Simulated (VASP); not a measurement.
Input of a VASP 6.6.1 run:

The input INCAR:

```
SYSTEM = Li2BeS2
PREC = Accurate ; ENCUT = 600
EDIFF = 1E-6 ; ISMEAR = 0
SIGMA = 0.02 ; LREAL = .FALSE.
LASPH = .TRUE. ; NELM = 60
ALGO = Normal ; ISIF = 3
LWAVE = .FALSE. ; LCHARG = .FALSE.
GGA = PE ; IBRION = 2
NSW = 100 ; EDIFFG = -0.01
```

KPOINTS

```
Automatic mesh
0
G
  6 6 4
  0 0 0
```

File POSCAR:

```
Li2BeS2
1.0
    3.7469263100      0.0000000000      0.0000000000
   -1.8734631550      3.2449333706      0.0000000000
    0.0000000000      0.0000000000      6.7492047766
Li Be S
2 1 2
Direct
    0.0000000000      0.0000000000      0.4077637362
    0.3333333333      0.6666666667      0.8050438056
    0.3333333333      0.6666666667      0.1747451065
    0.0000000000      0.0000000000      0.0405135229
    0.3333333333      0.6666666667      0.4688847988
```

Potentials or basis: VASP PAW PBE potentials, release 64 (Li_sv, Be, S).

The run is started by

```console
$ cat potpaw_PBE.64/Li_sv/POTCAR potpaw_PBE.64/Be/POTCAR potpaw_PBE.64/S/POTCAR > POTCAR
$ mpirun -np 1 vasp_std > vasp.out
```

Task: Predict the band gap on the k mesh.

Result: 2.77 eV, direct.

Task: Predict the relaxed volume.

Result: 16.47 Å³/atom.

Task: What does it give for the space group after relaxing (to 0.05 Å)?

Result: P3m1 (No. 156).

Final structure:
```cif
data_structure
_symmetry_space_group_name_H-M 'P 1'
_symmetry_Int_Tables_number 1
_cell_length_a 3.7527
_cell_length_b 3.7527
_cell_length_c 6.7520
_cell_angle_alpha 90.000
_cell_angle_beta 90.000
_cell_angle_gamma 120.000
_cell_volume 82.35
loop_
_atom_site_label
_atom_site_type_symbol
_atom_site_fract_x
_atom_site_fract_y
_atom_site_fract_z
_atom_site_occupancy
Li1 Li 0.00000 0.00000 0.40755 1
Li2 Li 0.33333 0.66667 0.80529 1
Be1 Be 0.33333 0.66667 0.17481 1
S1 S 0.00000 0.00000 0.04056 1
S2 S 0.33333 0.66667 0.46875 1
```

Caveat: the cutoff is under 1.25 times the usual one of these potentials, so pressure, stress and relaxed cells hold a basis-set (Pulay) error. A k mesh can miss the band edges.
